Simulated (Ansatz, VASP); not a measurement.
# Two plane-wave programs on Nb

```
CELL_PARAMETERS angstrom
-1.68891 1.68891 1.68891
1.68891 -1.68891 1.68891
1.68891 1.68891 -1.68891
ATOMIC_POSITIONS crystal
Nb 0.00000 0.00000 0.00000
```

Change from the starting cell: strain +0.015 along x and y, +0.015 along z, atoms carried along.

Alike in both runs: task single point; functional PBEsol; k mesh 20 × 20 × 20; occupations gaussian, width 0.15 eV; no spin polarisation.

|  | VASP | Ansatz |
| --- | --- | --- |
| version | VASP 6.6.1 | Ansatz 0.2.0 |
| potentials or method | VASP PAW PBE potentials, release 64 (Nb_sv), cutoff 520 eV | scalar-relativistic, plane waves, PAW |
| valence electrons in the cell | 13 | 13 |

```tsv
	VASP	Ansatz	Ansatz less VASP
gap on the k mesh at the Fermi level (eV)	none	none	-
pressure (GPa)	-14.8	-14.6	+0.25
```

VASP's potentials were made for PBE, not for PBEsol. A gap of «none» marks a metal or a gap that the smearing closes.
